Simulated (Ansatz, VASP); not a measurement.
Two plane-wave programs on Cd3HgS4

POSCAR

```
Cd3HgS4
1.0
   -3.0030189019      3.0030189019      6.0067996683
    3.0030189019     -3.0030189019      6.0067996683
    3.0030189019      3.0030189019     -6.0067996683
Cd S Hg
3 4 1
Direct
    0.7500000000      0.2500000000      0.5000000000
    0.5000000000      0.5000000000      0.0000000000
    0.2500000000      0.7500000000      0.5000000000
    0.1260023273      0.6221842884      0.0000000000
    0.8739976727      0.8739976727      0.4961819611
    0.6221842884      0.1260023273      0.0000000000
    0.3778157116      0.3778157116      0.5038180389
    0.0000000000      0.0000000000      0.0000000000
```

The input INCAR.step1:

```
SYSTEM = Cd3HgS4
PREC = Accurate
ENCUT = 520
ISMEAR = 0
SIGMA = 0.01
LREAL = .False.
LASPH = .True.
NELM = 60
NBANDS = 46
GGA = PE
ALGO = Normal
EDIFF = 1E-4
LWAVE = .True.
LCHARG = .False.
```

File INCAR.step2:

```
SYSTEM = Cd3HgS4
PREC = Accurate
ENCUT = 520
EDIFF = 1E-6
ISMEAR = 0
SIGMA = 0.01
LREAL = .False.
LASPH = .True.
NELM = 60
ALGO = Normal
ISIF = 2
LWAVE = .False.
LCHARG = .True.
METAGGA = R2SCAN
LMIXTAU = .True.
LELF = .True.
LVHAR = .True.
NBANDS = 46
ISTART = 1
```

Contents of KPOINTS:

```
regular mesh
0
Gamma
  6 6 6
  0 0 0
```

Input for Ansatz:

```yaml
crystal:
  lattice:
    - [-3.0030189019, 3.0030189019, 6.0067996683]
    - [3.0030189019, -3.0030189019, 6.0067996683]
    - [3.0030189019, 3.0030189019, -6.0067996683]
  atoms:
    - { symbol: Cd, position: [0.75, 0.25, 0.5] }
    - { symbol: S, position: [0.1260023273, 0.6221842884, 0.0] }
    - { symbol: Cd, position: [0.5, 0.5, 0.0] }
    - { symbol: S, position: [0.8739976727, 0.8739976727, 0.4961819611] }
    - { symbol: Cd, position: [0.25, 0.75, 0.5] }
    - { symbol: S, position: [0.6221842884, 0.1260023273, 0.0] }
    - { symbol: Hg, position: [0.0, 0.0, 0.0] }
    - { symbol: S, position: [0.3778157116, 0.3778157116, 0.5038180389] }
kpoints:
  mp_grid: { grid: [6, 6, 6] }
hamiltonian:
  xc: r2scan
scf:
  occupations: { method: fixed }
  n_extra_bands: 6
output:
  forces: true
  stress: true
  eigenvalues: true
```

Alike in both runs: task single point; functional r2SCAN; k mesh 6 × 6 × 6; no spin polarisation.

```csv
,VASP,Ansatz
version,VASP 6.6.1,Ansatz 0.2.0
potentials or method,"VASP PAW PBE potentials, release 64 (Cd, S, Hg)","plane waves, PAW"
plane-wave cutoff (eV),520,500
occupations,"gaussian, width 0.01 eV",fixed
valence electrons in the cell,72,104
```

Ansatz gave:

| Item | Value |
| --- | --- |
| gap on the k mesh at the Fermi level (eV) | 0.95 |
| pressure (GPa) | -3.1 |

Task: Which values does VASP return?

Result: gap on the k mesh at the Fermi level (eV): 0.94; pressure (GPa): -2.9.

VASP's potentials were made for PBE, not for r2SCAN. VASP's potentials hold 72 valence electrons a cell and Ansatz's 104, so a difference there can come from the potentials and not from the codes.

Spin-orbit coupling is off throughout.
